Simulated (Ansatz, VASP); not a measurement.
## One calculation of V, two programs

```
V
1.0
    -1.51435    1.51435    1.51435
     1.51435   -1.51435    1.51435
     1.51435    1.51435   -1.51435
V
1
Direct
  0.00000 0.00000 0.00000
```

Alike in both runs: task single point; functional LDA; k mesh 20 × 20 × 20; occupations gaussian, width 0.05 eV; collinear spin.

|  | VASP | Ansatz |
| --- | --- | --- |
| version | VASP 6.6.1 | Ansatz 0.2.0 |
| potentials or method | VASP PAW LDA potentials, release 64 (V_sv), cutoff 500 eV | scalar-relativistic, plane waves, PAW |
| valence electrons in the cell | 13 | 13 |

|  | VASP | Ansatz | Ansatz less VASP |
| --- | --- | --- | --- |
| gap on the k mesh at the Fermi level (eV) | none | none | - |
| pressure (GPa) | -17.6 | -17.8 | -0.26 |
| net moment per atom (μB) | 0.00 | 0.00 | 0.000 |

LDA's correlation is that of Perdew and Zunger in VASP and of Perdew and Wang (1992) in Ansatz. A gap of «none» marks a metal or a gap that the smearing closes. Ansatz's warnings: seeded moment not kept.
